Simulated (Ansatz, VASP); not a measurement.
One calculation of B2P, two programs

```xyz
6
Lattice="4.0937 0.0000 0.0000 -2.0469 3.5453 0.0000 0.0000 0.0000 3.8287" Properties=species:S:1:pos:R:3 pbc="T T T"
B     0.0000    0.0000    0.0000
B     0.0000    0.0000    1.9143
B     0.0000    2.3635    2.8715
B     2.0469    1.1818    0.9572
P     0.0000    2.3635    0.9572
P     2.0469    1.1818    2.8715
```

Alike in both runs: functional r2SCAN; k mesh 6 × 6 × 4; occupations gaussian, width 0.1 eV; no spin polarisation.

Ansatz relaxed the structure, and its values are those at the end. VASP's run is a single point on that final structure, the one shown.

|  | VASP | Ansatz |
| --- | --- | --- |
| version | VASP 6.6.1 | Ansatz 0.2.0 |
| potentials or method | VASP PAW PBE potentials, release 64 (B, P), cutoff 520 eV | scalar-relativistic, plane waves, PAW |
| valence electrons in the cell | 22 | 22 |

|  | VASP | Ansatz | Ansatz less VASP |
| --- | --- | --- | --- |
| gap on the k mesh at the Fermi level (eV) | none | none | - |
| pressure (GPa) | -0.2 | 0.1 | +0.31 |

VASP's potentials were made for PBE, not for r2SCAN. A gap of «none» marks a metal or a gap that the smearing closes. The functional is the same, so the differences come from potentials, cutoffs and numerics.

The k mesh is coarse, so the values compare programs but aren't converged.
